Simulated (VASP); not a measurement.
Zn3O:

```
Zn O
1.0
     7.70564    0.00000    0.00000
    -3.85282    6.67328    0.00000
     0.00000    0.00000    2.75050
Zn O
6 2
Cartesian
  0.0000 2.8625 0.6876
  1.3738 5.2420 0.6876
  -1.3738 5.2420 0.6876
  3.8528 3.8108 2.0629
  2.4790 1.4313 2.0629
  5.2266 1.4313 2.0629
  0.0000 4.4489 2.0629
  3.8528 2.2244 0.6876
```

- Program: VASP 6.6.1
- Task: relaxation of cell and atoms
- Functional: PBE
- Potentials or basis: VASP PAW PBE potentials, release 64 (Zn, O)
- Cutoff: 600 eV
- k mesh: 3 × 3 × 6
- Occupations: gaussian, width 0.2 eV
- Spin: no spin polarisation

At the start: pressure 1.0 GPa; volume 17.68 Å³/atom.

Question: How do energy, volume and symmetry change on relaxing?

Answer: Over 10 steps the energy falls by 241.3 meV/atom and the volume is 14.53 Å³/atom (-17.8 %); space group P6_3/mmc (No. 194, to 0.05 Å).

The path:
```
step  energy change (eV)  largest force (eV/Å)  pressure (GPa)  volume (Å³)
   1              0.0000                2.0075            0.99       141.44
   2             -0.7819                0.7975           -4.47       143.67
   3             -0.9161                0.1949           -7.15       145.18
   4             -1.5753                0.1480           -4.06       129.22
   5             -1.7278                0.0367           -0.32       119.91
   6             -1.9006                0.0679            1.14       115.76
   7             -1.9136                0.0649            2.13       113.69
   8             -1.9152                0.0686            1.87       114.17
   9             -1.9252                0.0749           -1.04       117.56
  10             -1.9305                0.0226           -0.02       116.28
```

Final structure:
```
CELL_PARAMETERS angstrom
7.09094 0.00000 0.00000
-3.54547 6.14093 0.00000
0.00000 0.00000 2.67027
ATOMIC_POSITIONS crystal
Zn 0.19053 0.38107 0.25000
Zn 0.61893 0.80947 0.25000
Zn 0.19053 0.80947 0.25000
Zn 0.80947 0.61893 0.75000
Zn 0.38107 0.19053 0.75000
Zn 0.80947 0.19053 0.75000
O 0.33333 0.66667 0.75000
O 0.66667 0.33333 0.25000
```

Caveat: the k points lie up to 0.39 Å⁻¹ apart in the final cell; the volume moved by over 15 % at a fixed basis, so the end points are rough; the relaxation stopped at a loose force limit of 0.08 eV/Å, so its end isn't a converged minimum.
